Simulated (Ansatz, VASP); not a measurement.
**One calculation of Cs, two programs**

File INCAR:

```
SYSTEM = Cs
ALGO = Normal ; EDIFF = 1E-7
ENCUT = 520 ; GGA = PE
ISIF = 2 ; ISMEAR = -5
LASPH = .True. ; LCHARG = .False.
LREAL = .False. ; LWAVE = .False.
NBANDS = 10 ; NELM = 100
PREC = Accurate ; SIGMA = 0.1
```

KPOINTS

```
k-points
0
Gamma
  4 4 4
  0 0 0
```

File POSCAR:

```
Cs
1.0
   -3.1284650614      3.1284650614      3.1284650614
    3.1284650614     -3.1284650614      3.1284650614
    3.1284650614      3.1284650614     -3.1284650614
Cs
1
Direct
    0.0000000000      0.0000000000      0.0000000000
```

Input for Ansatz:

```yaml
crystal:
  lattice:
    - [-3.1284650614, 3.1284650614, 3.1284650614]
    - [3.1284650614, -3.1284650614, 3.1284650614]
    - [3.1284650614, 3.1284650614, -3.1284650614]
  atoms:
    - { symbol: Cs, position: [0.0, 0.0, 0.0] }
basis:
  ecutwfc: "43 Ry"
kpoints:
  mp_grid: { grid: [4, 4, 4] }
hamiltonian:
  xc: pbe
scf:
  occupations: { method: tetrahedron }
  max_iter: 60
output:
  forces: true
  stress: true
  eigenvalues: true
```

Alike in both runs: task single point; functional PBE; k mesh 4 × 4 × 4; occupations tetrahedron; no spin polarisation.

|  | VASP | Ansatz |
| --- | --- | --- |
| version | VASP 6.6.1 | Ansatz 0.2.0 |
| potentials or method | VASP PAW PBE potentials, release 64 (Cs_sv), cutoff 520 eV | scalar-relativistic, plane waves, PAW |
| valence electrons in the cell | 9 | 9 |

```csv
,VASP,Ansatz,Ansatz less VASP
gap on the k mesh at the Fermi level (eV),none,none,-
pressure (GPa),-0.1,-0.1,+0.01
```

A gap of «none» marks a metal or a gap that the smearing closes. Ansatz's warnings: band table not solved further, tetrahedron derivatives may miss energy slope.

Spin-orbit coupling is off throughout.
